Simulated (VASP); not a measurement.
# Al2GaN3 (Cm) in VASP: notebook

The runs below take Al2GaN3 through single point, relaxation of cell and atoms, with PBEsol.

Program: VASP 6.6.1. These are calculated values, not measurements. Logs are shortened: lines on timing, memory, paths and dates and some standing lists are left out, and cuts for length are marked.

### Step 1. The cell of the first run

The structure is monoclinic, space group Cm (No. 8). Conventional cell: a = 11.148 Å, b = 3.051 Å, c = 7.210 Å, α = 90.00°, β = 104.64°, γ = 90.00°. Al (site symmetry m) has 4 N at 1.83 to 1.86 Å within 2.4 Å. Within 2.4 Å of Al (site symmetry m) lie 4 N at 1.84 to 1.85 Å. Within 2.5 Å of Al (site symmetry m) lie 4 N at 1.85 Å. Al (site symmetry m) has 4 N at 1.85 Å within 2.4 Å. Within 2.5 Å of Ga (site symmetry m) lie 4 N at 1.88 to 1.90 Å. Within 2.5 Å of Ga (site symmetry m) lie 4 N at 1.88 to 1.90 Å. Within 2.4 Å of N (site symmetry m) lie 3 Al at 1.85 Å and 1 Ga at 1.90 Å. Within 2.4 Å of N (site symmetry m) lie 3 Al at 1.84 to 1.85 Å and 1 Ga at 1.90 Å.

### Step 2. Single point, PBEsol

File INCAR:

```
SYSTEM = Al2GaN3
PREC = Accurate
ENCUT = 600
EDIFF = 1E-6
ISMEAR = 0
SIGMA = 0.02
LREAL = .FALSE.
LASPH = .TRUE.
NELM = 120
ALGO = Normal
ISIF = 2
LWAVE = .FALSE.
LCHARG = .TRUE.
GGA = PS
LELF = .TRUE.
LVHAR = .TRUE.
NBANDS = 46
GGA_COMPAT = .FALSE.
```

File KPOINTS:

```
regular mesh
0
G
  8 8 4
  0 0 0
```

File POSCAR:

```
Al2GaN3
1.0
    5.5739084610     -1.5257315588      0.0075184508
    5.5739084610      1.5257315588      0.0075184508
   -1.8320295008      0.0000000000      6.9734580544
Al Ga N
4 2 6
Direct
    0.9444642491      0.9444642491      0.3890256088
    0.8891663916      0.8891663916      0.7762516080
    0.2236412514      0.2236412514      0.4443502732
    0.5539993699      0.5539993699      0.1130685911
    0.2769849493      0.2769849493      0.0576966491
    0.6095544603      0.6095544603      0.7217002032
    0.1471774628      0.1471774628      0.1852511500
    0.4814203385      0.4814203385      0.8528682958
    0.8183798502      0.8183798502      0.5149956697
    0.7643814367      0.7643814367      0.9016683141
    0.0954530414      0.0954530414      0.5646387628
    0.4307421989      0.4307421989      0.2432858637
```

Potentials or basis: VASP PAW PBE potentials, release 64 (Al, Ga_d, N).

Run with:

```
$ cat potpaw_PBE.64/Al/POTCAR potpaw_PBE.64/Ga_d/POTCAR potpaw_PBE.64/N/POTCAR > POTCAR
$ mpirun -np 1 vasp_std > vasp.out
```

OUTCAR:

```text
SYSTEM = Al2GaN3
   PREC = Accurate
   ENCUT = 600
   EDIFF = 1E-6
   ISMEAR = 0
   LREAL = .FALSE.
   LASPH = .TRUE.
   NELM = 120
   ISIF = 2
   GGA = PS

 ion  position               nearest neighbor table
   1  0.944  0.944  0.389-  11 1.83  12 1.84  12 1.84   9 1.86   4 3.00   4 3.00   3 3.01   3 3.01
                             2 3.01   3 3.04   6 3.04   6 3.04   5 3.04   5 3.04
   2  0.889  0.889  0.776-  10 1.84   8 1.84   8 1.84   9 1.85   6 3.00   6 3.00   1 3.01   3 3.04
                             3 3.04   6 3.04   5 3.05   5 3.05   4 3.06   4 3.06
   3  0.224  0.224  0.444-   7 1.85  11 1.85   9 1.85   9 1.85   5 2.99   1 3.01   1 3.01   1 3.04
                             2 3.04   2 3.04   6 3.04   6 3.04   4 3.05   4 3.05
   4  0.554  0.554  0.113-   7 1.85   7 1.85   8 1.85  12 1.85   1 3.00   1 3.00   5 3.01   5 3.03
                             5 3.03   6 3.04   3 3.05   3 3.05   2 3.06   2 3.06
   5  0.277  0.277  0.058-  10 1.88  10 1.88  12 1.89   7 1.90   3 2.99   4 3.01   4 3.03   4 3.03
                             1 3.04   1 3.04   2 3.05   2 3.05
   6  0.610  0.610  0.722-  10 1.88  11 1.88  11 1.88   8 1.90   2 3.00   2 3.00   4 3.04   3 3.04
                             3 3.04   1 3.04   1 3.04   2 3.04
   7  0.147  0.147  0.185-   4 1.85   4 1.85   3 1.85   5 1.90
   8  0.481  0.481  0.853-   2 1.84   2 1.84   4 1.85   6 1.90
   9  0.818  0.818  0.515-   2 1.85   3 1.85   3 1.85   1 1.86
  10  0.764  0.764  0.902-   2 1.84   6 1.88   5 1.88   5 1.88
  11  0.095  0.095  0.565-   1 1.83   3 1.85   6 1.88   6 1.88
  12  0.431  0.431  0.243-   1 1.84   1 1.84   4 1.85   5 1.89

  LATTYP: Found a base centered monoclinic cell.
 ALAT       =    11.1478270634
 B/A-ratio  =     0.2737271668
 C/A-ratio  =     0.6467712077
 COS(beta)  =    -0.2527875082

  Lattice vectors:

 A1 = (   5.5739084610,  -1.5257315588,   0.0075184508)
 A2 = (   5.5739084610,   1.5257315588,   0.0075184508)
 A3 = (  -1.8320295008,   0.0000000000,   6.9734580544)

Analysis of symmetry for initial positions (statically):
=====================================================================
 Subroutine PRICEL returns:
 Original cell was already a primitive cell.

 Routine SETGRP: Setting up the symmetry group for a
 base centered monoclinic supercell.

 Subroutine GETGRP returns: Found  2 space group operations
 (whereof  2 operations were pure point group operations)
 out of a pool of  4 trial point group operations.

The static configuration has the point symmetry C_1h.

Analysis of symmetry for dynamics (positions and initial velocities):
=====================================================================
 Subroutine PRICEL returns:
 Original cell was already a primitive cell.

 Routine SETGRP: Setting up the symmetry group for a
 base centered monoclinic supercell.

[... 143 lines left out ...]
     AMIX     =   0.40;   BMIX     =  1.00
     AMIX_MAG =   1.60;   BMIX_MAG =  1.00
  volume/ion in A,a.u.               =       9.89        66.72
  Fermi-wavevector in a.u.,A,eV,Ry     =   1.359840  2.569725 25.159413  1.849165
  Thomas-Fermi vector in A             =   2.486553
   LORBIT       =      0    0 simple, 1 ext, 2 COOP (PROOUT), +10 PAW based schemes
   GGA     = PS    functional components
   LHFCALC =     F    Hartree Fock is set to
   AEXX    =    0.0000 exact exchange contribution
   IVDW    =     0    specifies the selected vdW correction
   LEPSILON=     F    determine dielectric tensor
   LRPA    =     F    only Hartree local field effects (RPA)
 non-spin polarized calculation
 Gauss-broadening in eV      SIGMA  =   0.02
  energy-cutoff  :      600.00
  volume of cell :      118.65
 maximum number of plane-waves:      3984
 NGX is ok and might be reduce to    48
   NGX = 23   NGY = 23   NGZ = 29

 number of electron      68.0000004 magnetization

 Free energy of the ion-electron system (eV)
  ---------------------------------------------------
  ext. energy  EPLUGINS =         0.00000000
  ---------------------------------------------------
  free energy    TOTEN  =       -88.21475818 eV

  energy without entropy =      -88.21475818  energy(sigma->0) =      -88.21475818

 E-fermi :   6.7885     XC(G=0): -11.8007

 val. band max:        6.6465327550   @ k =   0.0000   0.0000   0.0000
 cond. band min:      10.5904347765   @ k =   0.0000   0.0000   0.0000
 fundamental gap:      3.9439020215
 Fermi energy:         6.7884628108

 k-point     1 :       0.0000    0.0000    0.0000
  band No.  band energies     occupation
      1      -9.4396      2.00000
      2      -8.2463      2.00000
      3      -7.9189      2.00000
      4      -7.6900      2.00000
      5      -7.4567      2.00000
      6      -7.0767      2.00000
[... 1165 lines left out ...]
     45      16.4988      0.00000
     46      16.8622      0.00000

 [... further k-points ...]

------------------------ aborting loop because EDIFF is reached ----------------------------------------

  FORCE on cell =-STRESS in cart. coord.  units (eV):
  Direction    XX          YY          ZZ          XY          YZ          ZX
  --------------------------------------------------------------------------------------
  -------------------------------------------------------------------------------------
  Total       14.7352266     14.6888309     14.6997591      0.0000000      0.0000000     -0.0200404
  in kB      198.9744801    198.3479845    198.4955516      0.0000000      0.0000000     -0.2706115
  external PRESSURE =     198.6060054 kB  Pullay stress =       0.0000000 kB

 VOLUME and BASIS-vectors are now :
 -----------------------------------------------------------------------------
  energy-cutoff  :      600.00
  volume of cell :      118.65
      direct lattice vectors                 reciprocal lattice vectors
     5.573908461 -1.525731559  0.007518451     0.089671885 -0.327711646  0.023558117
     5.573908461  1.525731559  0.007518451     0.089671885  0.327711646  0.023558117
    -1.832029501  0.000000000  6.973458054    -0.000193360  0.000000000  0.143350078

 POSITION                                       TOTAL-FORCE (eV/Angst)
 -----------------------------------------------------------------------------------
      9.81601      0.00000      2.72706         0.005604      0.000000     -0.005212
      8.49015      0.00000      5.42653         0.002629      0.000000     -0.005222
      1.67905      0.00000      3.10202         0.007647      0.000000      0.001632
      5.96874      0.00000      0.79681         0.004573      0.000000     -0.003361
      2.98208      0.00000      0.40651         0.006285      0.000000     -0.008883
      5.47303      0.00000      5.04191         0.008390      0.000000     -0.004879
      1.30132      0.00000      1.29405         0.013899      0.000000     -0.010369
      3.80431      0.00000      5.95468         0.018858      0.000000     -0.008457
      8.17966      0.00000      3.60361        -0.003445      0.000000      0.002451
      6.86930      0.00000      6.29924        -0.030618      0.000000      0.018333
      0.02966      0.00000      3.93892        -0.008654      0.000000      0.034516
      4.35613      0.00000      1.70302        -0.025169      0.000000     -0.010549
 -----------------------------------------------------------------------------------
    total drift:                               -0.000617     -0.000000     -0.000285

  FREE ENERGIE OF THE ION-ELECTRON SYSTEM (eV)
  ---------------------------------------------------
  free  energy   TOTEN  =       -88.2147581791 eV

  energy  without entropy=      -88.2147581791  energy(sigma->0) =      -88.21475818
```

Run time: 24 min. Hardware: 1 thread of Intel Xeon Platinum 8375C at 2.90GHz (Ice Lake), shared host; peak memory 0.64 GiB.

What came out:

- Free energy: -88.2148 eV
- Pressure: 19.9 GPa
- Largest force: 0.036 eV/Å
- Band gap on the k mesh: 3.94 eV

Forces on the atoms (eV/Å):
```
Al   0.006  0.000 -0.005
Al   0.003  0.000 -0.005
Al   0.008  0.000  0.002
Al   0.005  0.000 -0.003
Ga   0.006  0.000 -0.009
Ga   0.008  0.000 -0.005
N    0.014  0.000 -0.010
N    0.019  0.000 -0.008
N   -0.003  0.000  0.002
N   -0.031  0.000  0.018
N   -0.009  0.000  0.035
N   -0.025  0.000 -0.011
```

Caveat: the cell stands under pressure; the PAW data sets were made with another functional, which shifts forces and pressure a little. A k mesh can miss the band edges.

### Step 3. Single point, PBEsol (biaxial strain in the a-b plane: -4.0 %)

File INCAR:

```
PREC = Accurate ; ENCUT = 520
EDIFF = 1E-6 ; ISMEAR = 0
SIGMA = 0.02 ; LREAL = False
LASPH = True ; NELM = 100
ALGO = Normal ; ISIF = 2
LWAVE = False ; LCHARG = True
GGA = PS ; LELF = True
LVHAR = True ; NBANDS = 46
```

File KPOINTS:

```
regular mesh
0
Gamma
  8 8 4
```

File POSCAR:

```
Al2GaN3
1.0
    5.5134807409     -1.5051624997      0.0008751226
    5.5134807409      1.5051624997      0.0008751226
   -1.8204373819      0.0000000000      7.3475767799
Al Ga N
4 2 6
Direct
    0.9442426286      0.9442426286      0.3888491479
    0.8886666279      0.8886666279      0.7755892916
    0.2229897939      0.2229897939      0.4433680918
    0.5534544207      0.5534544207      0.1119301815
    0.2768166454      0.2768166454      0.0570171398
    0.6096380790      0.6096380790      0.7212005511
    0.1484915698      0.1484915698      0.1875723525
    0.4828321038      0.4828321038      0.8548931113
    0.8195487786      0.8195487786      0.5177051325
    0.7638136524      0.7638136524      0.9008845277
    0.0948161054      0.0948161054      0.5638459240
    0.4300545944      0.4300545944      0.2419455383
```

Potentials or basis: VASP PAW PBE potentials, release 64 (Al, Ga_d, N).

Run with:

```
$ cat potpaw_PBE.64/Al/POTCAR potpaw_PBE.64/Ga_d/POTCAR potpaw_PBE.64/N/POTCAR > POTCAR
$ mpirun -np 1 vasp_std > vasp.out
```

It took 6.7 min on 1 thread of Intel Xeon 6975P-C (Granite Rapids), shared host; peak memory 0.58 GiB.

The run converged. Its results:

- Free energy: -88.2685 eV
- Pressure: 12.8 GPa
- Largest force: 0.435 eV/Å
- Band gap on the k mesh: 3.49 eV

Forces in eV/Å, atoms in the order of the input:
```
Al   0.122  0.000  0.037
Al  -0.107  0.000 -0.391
Al  -0.090  0.000 -0.369
Al  -0.143  0.000 -0.375
Ga   0.120  0.000  0.026
Ga   0.114  0.000  0.015
N    0.159  0.000  0.396
N    0.179  0.000  0.396
N    0.146  0.000  0.401
N   -0.170  0.000 -0.029
N   -0.158  0.000 -0.031
N   -0.174  0.000 -0.076
```

Stress tensor (GPa, compression positive):
```
18.10  0.00 -1.27
 0.00 19.69  0.00
-1.27  0.00  0.52
```

Levels at points of the mesh, in eV from the valence-band top:
```csv
k point,band 32,band 33,band 34,band 35,band 36,band 37
"(0.00, 0.00, 0.00)",-0.58,-0.05,0.00,3.49,5.25,5.60
"(0.50, 0.00, 0.00)",-1.56,-1.48,-1.34,4.61,4.99,5.38
"(0.50, 0.50, 0.00)",-0.79,-0.49,-0.31,5.51,5.55,5.71
"(0.00, 0.00, 0.50)",-0.47,-0.31,-0.10,4.59,4.92,5.31
"(0.50, 0.00, 0.50)",-1.24,-1.12,-1.05,4.95,5.32,5.47
"(0.50, 0.50, 0.50)",-0.71,-0.56,-0.18,5.26,5.32,5.68
```

Caveat: the cell differs from its parent crystal (biaxial strain in the a-b plane: -4.0 %); the cell stands under pressure; the PAW data sets were made with another functional, which shifts forces and pressure a little.

[end of part 1 of 2]
